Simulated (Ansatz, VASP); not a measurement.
**One calculation of LiF, two programs**

INCAR

```
SYSTEM = LiF
ALGO     = Normal         ! electronic algorithm
EDIFF    = 1E-7           ! SCF threshold, eV
ENCUT    = 520            ! plane-wave cutoff, eV
ISIF     = 2              ! what is computed and relaxed
ISMEAR   = 0              ! smearing method
LASPH    = .True.         ! aspherical terms in the spheres
LCHARG   = .False.        ! write CHGCAR
LREAL    = .False.        ! projectors in reciprocal space
LWAVE    = .False.        ! write WAVECAR
NBANDS   = 18             ! bands
NELM     = 100            ! most SCF steps
PREC     = Accurate       ! precision mode
SIGMA    = 0.05           ! smearing width, eV
```

Contents of KPOINTS:

```
k-points
0
Gamma
  9 9 6
  0 0 0
```

The input POSCAR:

```
LiF
1.0
    2.9830981508      0.0000000000      0.0000000000
   -1.4915490754      2.5834387805      0.0000000000
    0.0000000000      0.0000000000      4.8069643601
Li F
2 2
Direct
    0.3333333333      0.6666666667      0.4307693551
    0.6666666667      0.3333333333      0.9307693551
    0.3333333333      0.6666666667      0.9910195924
    0.6666666667      0.3333333333      0.4910195924
```

Input for Ansatz:

```yaml
crystal:
  lattice:
    - [2.9830981508, 0.0, 0.0]
    - [-1.4915490754, 2.5834387805, 0.0]
    - [0.0, 0.0, 4.8069643601]
  atoms:
    - { symbol: Li, position: [0.3333333333, 0.6666666667, 0.4307693551] }
    - { symbol: Li, position: [0.6666666667, 0.3333333333, 0.9307693551] }
    - { symbol: F, position: [0.3333333333, 0.6666666667, 0.9910195924] }
    - { symbol: F, position: [0.6666666667, 0.3333333333, 0.4910195924] }
basis:
  ecutwfc: 520.0
kpoints:
  mp_grid: { grid: [9, 9, 6] }
hamiltonian:
  xc: lda
scf:
  occupations: { method: gaussian, width: 0.05 }
output:
  forces: true
  stress: true
  eigenvalues: true
```

Alike in both runs: task single point; functional LDA; k mesh 9 × 9 × 6; occupations gaussian, width 0.05 eV; no spin polarisation.

|  | VASP | Ansatz |
| --- | --- | --- |
| version | VASP 6.6.1 | Ansatz 0.2.0 |
| potentials or method | VASP PAW LDA potentials, release 64 (Li_sv, F), cutoff 520 eV | scalar-relativistic, plane waves, PAW |
| valence electrons in the cell | 20 | 20 |

Ansatz gave:

| Quantity | Value |
| --- | --- |
| gap on the k mesh at the Fermi level (eV) | 7.67 |
| least direct gap on the mesh (eV) | 7.67 |
| rms of the force components (eV/Å) | 0.223 |

Problem. Which values does VASP return?

Solution. gap on the k mesh at the Fermi level (eV): 7.65; least direct gap on the mesh (eV): 7.65; rms of the force components (eV/Å): 0.227.

LDA's correlation is that of Perdew and Zunger in VASP and of Perdew and Wang (1992) in Ansatz. Atom by atom the forces differ by 0.003 eV/Å (rms over components).

Noted on VASP's run: the cutoff is under 1.25 times that of the potentials, so the pressure is a little rough.
